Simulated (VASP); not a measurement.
A run of VASP 6.6.1 is set up as follows.

POSCAR

```
Bi
1.0
    0.0000000000      3.6658982258      3.6658982258
    3.6658982258      0.0000000000      3.6658982258
    3.6658982258      3.6658982258      0.0000000000
Bi
2
Direct
    0.1250000000      0.1250000000      0.1250000000
    0.8750000000      0.8750000000      0.8750000000
```

File INCAR.step1:

```
SYSTEM = Bi
PREC = Accurate ; ENCUT = 550
ISMEAR = -1 ; SIGMA = 0.1
LREAL = .FALSE. ; LASPH = .TRUE.
NELM = 120 ; NBANDS = 22
GGA = PE ; ALGO = Normal
EDIFF = 1E-5 ; LWAVE = .TRUE.
LCHARG = .FALSE. ; GGA_COMPAT = .FALSE.
```

Contents of INCAR.step2:

```
SYSTEM = Bi
PREC = Accurate ; ENCUT = 550
EDIFF = 1E-6 ; ISMEAR = -1
SIGMA = 0.1 ; LREAL = .FALSE.
LASPH = .TRUE. ; NELM = 120
ALGO = Normal ; ISIF = 2
LWAVE = .FALSE. ; LCHARG = .TRUE.
METAGGA = R2SCAN ; LMIXTAU = .TRUE.
LELF = .TRUE. ; LVHAR = .TRUE.
NBANDS = 22 ; ISTART = 1
GGA_COMPAT = .FALSE.
```

File KPOINTS:

```
Automatic mesh
0
G
  9 9 9
  0 0 0
```

Potentials or basis: VASP PAW PBE potentials, release 64 (Bi_d).

The run is started by

```console
$ cat potpaw_PBE.64/Bi_d/POTCAR > POTCAR
$ cp INCAR.step1 INCAR
$ mpirun -np 1 vasp_std > vasp.out
$ cp INCAR.step2 INCAR
$ mpirun -np 1 vasp_std > vasp.out
```

Question: Predict the band gap on the k mesh.

Answer: Zero (bands 15 and 16 overlap by 0.57 eV).

Question: Estimate the pressure.

Answer: -1.2 GPa.

Caveat: the PAW data sets were made with another functional, which shifts forces and pressure a little; spin-orbit coupling is left out, which moves the levels of the heavy elements.
